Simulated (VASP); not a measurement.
## Ir: single point with PBEsol

Ir:

```xyz
2
Lattice="0.0000 2.7542 2.7542 2.7542 0.0000 2.7542 2.7542 2.7542 0.0000" Properties=species:S:1:pos:R:3 pbc="T T T"
Ir    0.0000    0.0000    0.0000
Ir    1.3771    1.3771    1.3771
```

| Quantity | Value |
| --- | --- |
| Program | VASP 6.6.1 |
| Task | single point |
| Functional | PBEsol |
| Potentials or basis | VASP PAW PBE potentials, release 64 (Ir) |
| Cutoff | 520 eV |
| k mesh | 8 × 8 × 8 |
| Occupations | fermi-dirac, width 0.136057 eV |
| Spin | no spin polarisation |
| Dipole correction | no |
| Further INCAR settings | ALGO = Normal; EDIFF = 1e-06; NBANDS = 16 |

```yaml
Pressure: -0.3 GPa
Band_gap_on_the_k_mesh: zero (band 9 reaches 6.50 eV, above the bottom of band 10 at 5.03 eV)
```

Levels at points of the mesh, in eV from the Fermi level:
| k point | band 7 | band 8 | band 9 | band 10 | band 11 | band 12 |
| --- | --- | --- | --- | --- | --- | --- |
| (0.00, 0.00, 0.00) | -1.78 | -1.78 | -1.78 | 0.90 | 0.90 | 10.94 |
| (0.50, 0.00, 0.00) | -2.05 | -0.98 | -0.98 | 0.31 | 0.31 | 1.53 |
| (0.50, 0.50, 0.00) | -2.52 | -2.52 | 0.65 | 0.65 | 2.06 | 2.06 |

Run time: 12 s on 1 thread of AMD EPYC 9R14 (Zen 4), on a shared host, peak memory 0.14 GiB.

Caveat: the PAW data sets were made with another functional, which shifts forces and pressure a little; spin-orbit coupling is left out, which moves the levels of the heavy elements.
